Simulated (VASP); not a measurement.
# ZrSeBr (P-6m2) in VASP: notebook, part 2 of 2

VASP 6.6.1. The steps go on from the part before.

### 4 Relaxation of cell and atoms, PBE

This run uses another cell than the first one, of 22.19 Å³/atom.

INCAR reads:

```
SYSTEM = ZrSeBr
PREC = Accurate ; ENCUT = 600
EDIFF = 1E-7 ; ISMEAR = 0
SIGMA = 0.1 ; LREAL = .False.
LASPH = .True. ; NELM = 100
ALGO = Normal ; ISIF = 3
LWAVE = .False. ; LCHARG = .False.
GGA = PE ; IBRION = 2
NSW = 100 ; EDIFFG = -0.01
```

KPOINTS reads:

```
Automatic mesh
0
Gamma
  12 12 16
  0 0 0
```

POSCAR reads:

```
ZrSeBr
1.0
    4.9849829801      0.0000000000      0.0000000000
   -2.4924914900      4.3171218982      0.0000000000
    0.0000000000      0.0000000000      3.0926341371
Zr Se Br
1 1 1
Direct
    0.0000000000      0.0000000000      0.5000000000
    0.3333333333      0.6666666667      0.0000000000
    0.6666666667      0.3333333333      0.0000000000
```

Potentials or basis: VASP PAW PBE potentials, release 64 (Zr_sv, Se, Br).

Run with:

```bash
> cat potpaw_PBE.64/Zr_sv/POTCAR potpaw_PBE.64/Se/POTCAR potpaw_PBE.64/Br/POTCAR > POTCAR
> mpirun -np 1 vasp_std > vasp.out
```

OUTCAR:

```text
SYSTEM = ZrSeBr
   PREC = Accurate
   ENCUT = 600
   EDIFF = 1E-7
   ISMEAR = 0
   LREAL = .False.
   LASPH = .True.
   NELM = 100
   ISIF = 3
   GGA = PE
   IBRION = 2
   NSW = 100
   EDIFFG = -0.01

 ion  position               nearest neighbor table
   1  0.000  0.000  0.500-   2 3.27   3 3.27   2 3.27   3 3.27   2 3.27   2 3.27   3 3.27   3 3.27
                             3 3.27   3 3.27   2 3.27   2 3.27
   2  0.333  0.667  0.000-   1 3.27   1 3.27   1 3.27   1 3.27   1 3.27   1 3.27
   3  0.667  0.333  0.000-   1 3.27   1 3.27   1 3.27   1 3.27   1 3.27   1 3.27

  LATTYP: Found a hexagonal cell.
 ALAT       =     4.9849829801
 C/A-ratio  =     0.6203901095

  Lattice vectors:

 A1 = (   4.9849829801,   0.0000000000,   0.0000000000)
 A2 = (  -2.4924914900,   4.3171218982,   0.0000000000)
 A3 = (   0.0000000000,   0.0000000000,   3.0926341371)

Analysis of symmetry for initial positions (statically):
=====================================================================
 Subroutine PRICEL returns:
 Original cell was already a primitive cell.

 Routine SETGRP: Setting up the symmetry group for a
 hexagonal supercell.

 Subroutine GETGRP returns: Found 12 space group operations
 (whereof 12 operations were pure point group operations)
 out of a pool of 24 trial point group operations.

The static configuration has the point symmetry D_3h.

Analysis of symmetry for dynamics (positions and initial velocities):
=====================================================================
 Subroutine PRICEL returns:
 Original cell was already a primitive cell.

 Routine SETGRP: Setting up the symmetry group for a
 hexagonal supercell.

 Subroutine GETGRP returns: Found 12 space group operations
 (whereof 12 operations were pure point group operations)
 out of a pool of 24 trial point group operations.

The dynamic configuration has the point symmetry D_3h.

 Subroutine INISYM returns: Found 12 space group operations
 (whereof 12 operations are pure point group operations),
 and found     1 'primitive' translations

----------------------------------------------------------------------------------------

                                     Primitive cell

  volume of cell :      66.5559

  direct lattice vectors                    reciprocal lattice vectors
     4.984982980  0.000000000  0.000000000     0.200602490  0.115817902  0.000000000
    -2.492491490  4.317121898  0.000000000     0.000000000  0.231635804  0.000000000
     0.000000000  0.000000000  3.092634137     0.000000000  0.000000000  0.323348950

  length of vectors
     4.984982980  4.984982980  3.092634137     0.231635804  0.231635804  0.323348950

  position of ions in fractional coordinates (direct lattice)
     0.000000000  0.000000000  0.500000000
     0.333333333  0.666666667  0.000000000
     0.666666667  0.333333333  0.000000000

  ion indices of the primitive-cell ions
   primitive index   ion index
                 1           1
                 2           2
                 3           3

----------------------------------------------------------------------------------------

 KPOINTS: Automatic mesh

Automatic generation of k-mesh.
[... 28 lines left out ...]
  0.416667 -0.000000  0.000000      6.000000
[... 16 lines left out ...]
  0.250000 -0.000000  0.062500     12.000000
  0.333333  0.000000  0.062500     12.000000
 [... further k-points ...]
   k-points           NKPTS =    171   k-points in BZ     NKDIM =    171   number of bands    NBANDS=     16
   number of dos      NEDOS =    301   number of ions     NIONS =      3
   total plane-waves  NPLWV =  44800
   dimension x,y,z NGX =    40 NGY =   40 NGZ =   28
   dimension x,y,z NGXF=    80 NGYF=   80 NGZF=   56
   ions per type =               1   1   1
   NGX,Y,Z   is equivalent  to a cutoff of  13.34, 13.34, 15.05 a.u.
   NGXF,Y,Z  is equivalent  to a cutoff of  26.68, 26.68, 30.10 a.u.
 SYSTEM =  ZrSeBr
   PREC   = accura    normal or accurate (medium, high low for compatibility)
   ISTART =      0    job   : 0-new  1-cont  2-samecut
   ICHARG =      2    charge: 1-file 2-atom 10-const
   ISPIN  =      1    spin polarized calculation?
   LNONCOLLINEAR =      F non collinear calculations
   LSORBIT =      F    spin-orbit coupling
   LASPH  =      T    aspherical Exc in radial PAW
   ENCUT  =  600.0 eV  44.10 Ry    6.64 a.u.   9.96  9.96  6.18*2*pi/ulx,y,z
   NELM   =    100;   NELMIN=  2; NELMDL= -5     # of ELM steps
   EDIFF  = 0.1E-06   stopping-criterion for ELM
   LREAL  =      F    real-space projection
   EDIFFG = -.1E-01   stopping-criterion for IOM
   NSW    =    100    number of steps for IOM
   IBRION =      2    ionic relax: 0-MD 1-quasi-New 2-CG
   NFREE  =      1    steps in history (QN), initial steepest desc. (CG)
   ISIF   =      3    stress and relaxation
   ISYM   =      2    0-nonsym 1-usesym 2-fastsym
   POTIM  = 0.5000    time-step for ionic-motion
   TEBEG  =    0.0;   TEEND  =   0.0 temperature during run
   PSTRESS=    0.0 pullay stress
   NELECT =      25.0000    total number of electrons
   NUPDOWN=      -1.0000    fix difference up-down
   EMIN   =  10.00;   EMAX   =-10.00  energy-range for DOS
   EFERMI =   0.00;   METHOD = LEGACY
   ISMEAR =     0;   SIGMA  =   0.10  broadening in eV -4-tet -1-fermi 0-gaus
   EFERMI_NEDOS =   21; number of points for ismear=-14 and -15
   IALGO  =     38    algorithm
   IMIX   =      4    mixing-type and parameters
     AMIX     =   0.40;   BMIX     =  1.00
     AMIX_MAG =   1.60;   BMIX_MAG =  1.00
  volume/ion in A,a.u.               =      22.19       149.71
  Fermi-wavevector in a.u.,A,eV,Ry     =   1.181207  2.232157 18.983526  1.395250
  Thomas-Fermi vector in A             =   2.317485
   LORBIT       =      0    0 simple, 1 ext, 2 COOP (PROOUT), +10 PAW based schemes
   GGA     = PE    functional components
   LHFCALC =     F    Hartree Fock is set to
   AEXX    =    0.0000 exact exchange contribution
   IVDW    =     0    specifies the selected vdW correction
   LEPSILON=     F    determine dielectric tensor
   LRPA    =     F    only Hartree local field effects (RPA)
 conjugate gradient relaxation of ions
 non-spin polarized calculation
 Gauss-broadening in eV      SIGMA  =   0.10
  energy-cutoff  :      600.00
  volume of cell :       66.56
 maximum number of plane-waves:      2256
 NGX is ok and might be reduce to    40
   NGX = 19   NGY = 19   NGZ = 13

--------------------------------------- Ionic step        1  -------------------------------------------

 number of electron      25.0000000 magnetization

 Free energy of the ion-electron system (eV)
  ---------------------------------------------------
  ext. energy  EPLUGINS =         0.00000000
  ---------------------------------------------------
  free energy    TOTEN  =       -13.79002795 eV

  energy without entropy =      -13.77577007  energy(sigma->0) =      -13.78289901

------------------------ aborting loop because EDIFF is reached ----------------------------------------

  FORCE on cell =-STRESS in cart. coord.  units (eV):
  Direction    XX          YY          ZZ          XY          YZ          ZX
  --------------------------------------------------------------------------------------
  -------------------------------------------------------------------------------------
  Total       -0.5008695     -0.5008695      1.2758184     -0.0000000     -0.0000000      0.0000000
  in kB      -12.0572609    -12.0572609     30.7123403     -0.0000000     -0.0000000      0.0000000
  external PRESSURE =       2.1992728 kB  Pullay stress =       0.0000000 kB
[... 172 lines left out ...]
--------------------------------------- Ionic step        6  -------------------------------------------

 number of electron      25.0000001 magnetization

 Free energy of the ion-electron system (eV)
  ---------------------------------------------------
  ext. energy  EPLUGINS =         0.00000000
  ---------------------------------------------------
  free energy    TOTEN  =       -13.81636510 eV

  energy without entropy =      -13.80299992  energy(sigma->0) =      -13.80968251

 E-fermi :   7.4134     XC(G=0): -10.5101

 val. band max:        7.4072718444   @ k =   0.2500   0.1667   0.4375
 cond. band min:       7.4149656816   @ k =   0.2500   0.0833   0.5000
 fundamental gap:      0.0076938373
 Fermi energy:         7.4133687531

 k-point     1 :       0.0000    0.0000    0.0000
  band No.  band energies     occupation
      1     -43.0914      2.00000
      2     -21.1573      2.00000
      3     -21.1573      2.00000
      4     -20.5975      2.00000
      5     -10.0488      2.00000
      6      -5.7113      2.00000
[... 433 lines left out ...]
      3     -21.1571      2.00000
      4     -20.6169      2.00000
      5      -9.7441      2.00000
      6      -6.3091      2.00000
[... 8 lines left out ...]
     15       8.9745      0.00000
     16       9.5535      0.00000

 [... further k-points ...]
[... 5 lines left out ...]
  --------------------------------------------------------------------------------------
  -------------------------------------------------------------------------------------
  Total        0.0067029      0.0067029     -0.0076257      0.0000000     -0.0000000      0.0000000
  in kB        0.1616969      0.1616969     -0.1839580      0.0000000     -0.0000000      0.0000000
  external PRESSURE =       0.0464786 kB  Pullay stress =       0.0000000 kB
[... 18 lines left out ...]
  FREE ENERGIE OF THE ION-ELECTRON SYSTEM (eV)
  ---------------------------------------------------
  free  energy   TOTEN  =       -13.8163651048 eV

  energy  without entropy=      -13.8029999224  energy(sigma->0) =      -13.80968251

 reached required accuracy - stopping structural energy minimisation
```

OSZICAR:

```text
N       E                     dE             d eps       ncg     rms          rms(c)
DAV:   1     0.194704213837E+03    0.19470E+03   -0.13383E+04  5472   0.157E+03
DAV:   2    -0.143610268944E+01   -0.19614E+03   -0.19420E+03  7224   0.346E+02
[... 57 lines left out ...]
DAV:   1    -0.138184076556E+02   -0.22342E-02   -0.62539E-02  5520   0.215E+00    0.320E-01
DAV:   2    -0.138167846371E+02    0.16230E-02   -0.60536E-03  6136   0.613E-01    0.120E-01
DAV:   3    -0.138164340944E+02    0.35054E-03   -0.20547E-03  8016   0.207E-01    0.595E-02
DAV:   4    -0.138163521388E+02    0.81956E-04   -0.68975E-04  8520   0.155E-01    0.534E-02
DAV:   5    -0.138163574426E+02   -0.53038E-05   -0.21490E-05  6544   0.314E-02    0.415E-02
DAV:   6    -0.138163650697E+02   -0.76270E-05   -0.36724E-05  9312   0.303E-02    0.526E-03
DAV:   7    -0.138163651048E+02   -0.35114E-07   -0.81639E-07  6176   0.625E-03
   6 F= -.13816365E+02 E0= -.13809683E+02  d E =-.978696E-03
```

Run time: 12 min. Hardware: 1 thread of Intel Xeon Platinum 8488C (Sapphire Rapids), shared host; peak memory 0.42 GiB.

What came out:

```yaml
Free_energy: -13.8164 eV
Relaxed_volume: 22.14 Å³/atom
Relaxed_cell: a = 4.907 Å, b = 4.907 Å, c = 3.185 Å, α = 90.00°, β = 90.00°, γ = 120.00°
Space_group_after_relaxing_to_0.1_Å: P-6m2 (No. 187)
Energy_gained_by_relaxing: 8.8 meV/atom
Ionic_steps: 6
Pressure_after_relaxing: 0.0 GPa
Band_gap_on_the_k_mesh: zero (an odd number of electrons rules out a gap without spin polarisation)
```

The path:
```
step  energy change (eV)  largest force (eV/Å)  pressure (GPa)  volume (Å³)
   1              0.0000                0.0000            0.22        66.56
   2             -0.0223                0.0000           -0.33        66.83
   3             -0.0252                0.0000           -0.59        66.99
   4             -0.0254                0.0000           -0.54        66.96
   5             -0.0261                0.0000            0.24        66.18
   6             -0.0263                0.0000            0.00        66.42
```

Final structure:
```cif
data_structure
_symmetry_space_group_name_H-M 'P 1'
_symmetry_Int_Tables_number 1
_cell_length_a 4.9068
_cell_length_b 4.9068
_cell_length_c 3.1852
_cell_angle_alpha 90.000
_cell_angle_beta 90.000
_cell_angle_gamma 120.000
_cell_volume 66.42
loop_
_atom_site_label
_atom_site_type_symbol
_atom_site_fract_x
_atom_site_fract_y
_atom_site_fract_z
_atom_site_occupancy
Zr1 Zr 0.00000 0.00000 0.50000 1
Se1 Se 0.33333 0.66667 0.00000 1
Br1 Br 0.66667 0.33333 0.00000 1
```

Levels at points of the mesh, in eV from the Fermi level:
```csv
k point,band 9,band 10,band 11,band 12,band 13,band 14,band 15,band 16
"(0.00, 0.00, 0.00)",-2.80,-2.80,-2.53,-2.27,0.81,1.10,1.72,1.72
"(0.50, 0.00, 0.00)",-2.47,-2.26,-2.12,-1.55,-0.02,0.30,1.63,2.45
"(0.00, 0.00, 0.50)",-5.42,-3.84,-3.36,-3.36,-0.56,-0.56,2.56,2.56
"(0.50, 0.00, 0.50)",-5.21,-4.75,-1.83,-0.36,0.40,0.48,0.75,0.83
```

Caveat: an odd number of electrons without spin polarisation forces a metal; a magnetic or distorted state may lie lower.

### 5 The runs side by side

| task | cell | k mesh | cutoff (eV) | gap on the mesh (eV) | pressure (GPa) |
| --- | --- | --- | --- | --- | --- |
| single point | a = 4.398, b = 4.398, c = 4.319 Å, angles 90.0, 90.0, 120.0°, 3 atoms | 6 × 6 × 4 | 520 | none | 4.9 |
| single point | a = 4.907, b = 4.907, c = 3.183 Å, angles 90.0, 90.0, 120.0°, 3 atoms | 12 × 12 × 16 | 520 | none | 0.0 |
| relaxation of cell and atoms | relaxed from a = 4.985, b = 4.985, c = 3.093 Å, angles 90.0, 90.0, 120.0°, 3 atoms | 12 × 12 × 16 | 600 | none | 0.0 |

Alike in all rows: level PBE; potentials or basis VASP PAW PBE potentials, release 64 (Zr_sv, Se, Br); no spin polarisation; smearing gaussian 0.1 eV.

Caveats: some runs use coarse meshes; an odd number of electrons without spin polarisation forces a metal; a magnetic or distorted state may lie lower.

Total energies depend on the potentials used, so only differences within one code and one set of settings carry meaning.

The gap in the log of VASP goes by the Fermi energy; the results here count the filled bands.